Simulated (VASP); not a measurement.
# InSe: single point with PBEsol

The system is InSe.

```
In Se
1.0
     4.00823    0.00000    0.00000
    -2.00412    3.47123    0.00000
     0.00000    0.00000   16.86692
In Se
4 4
Cartesian
  0.0000 0.0000 9.8218
  0.0000 0.0000 7.0451
  0.0000 2.3142 15.4787
  0.0000 2.3142 1.3882
  2.0041 1.1571 14.2010
  2.0041 1.1571 2.6659
  0.0000 2.3142 11.0993
  0.0000 2.3142 5.7676
```

```
Program             : VASP 6.6.1
Task                : single point
Functional          : PBEsol
Potentials or basis : VASP PAW PBE potentials, release 64 (In_d, Se)
Cutoff              : 520 eV
k mesh              : 6 × 6 × 2
Occupations         : gaussian, width 0.03 eV
Spin                : no spin polarisation
```

The pressure is 0.1 GPa, the largest force is 0.017 eV/Å and the band gap on the k mesh is 0.36 eV, direct.

Forces in eV/Å, atoms in the order of the input:
```
In   0.000  0.000 -0.017
In   0.000  0.000  0.017
In   0.000  0.000  0.017
In   0.000  0.000 -0.017
Se   0.000  0.000 -0.017
Se   0.000  0.000  0.017
Se   0.000  0.000  0.017
Se   0.000  0.000 -0.017
```

Levels at points of the mesh, in eV from the valence-band top:
```csv
k point,band 35,band 36,band 37,band 38,band 39,band 40,band 41,band 42
"(0.00, 0.00, 0.00)",-1.19,-1.11,-1.11,0.00,0.36,1.63,2.01,2.07
"(0.50, 0.00, 0.00)",-2.22,-2.02,-1.84,-1.59,1.29,1.33,1.71,1.75
"(0.00, 0.00, 0.50)",-1.14,-1.14,-0.93,-0.90,1.13,1.19,2.05,2.07
"(0.50, 0.00, 0.50)",-2.09,-2.09,-1.70,-1.56,1.15,1.25,1.70,2.01
```

Wall time 86 s on 1 thread of Intel(R) Xeon(R) 6975P-C (Granite Rapids) (shared host), peak memory 0.38 GiB.

Caveat: the PAW data sets were made with another functional, which shifts forces and pressure a little; spin-orbit coupling is left out, which moves the levels of the heavy elements; this functional lacks dispersion, which binds the layers, so the pressure and a relaxed spacing across them are unreliable.
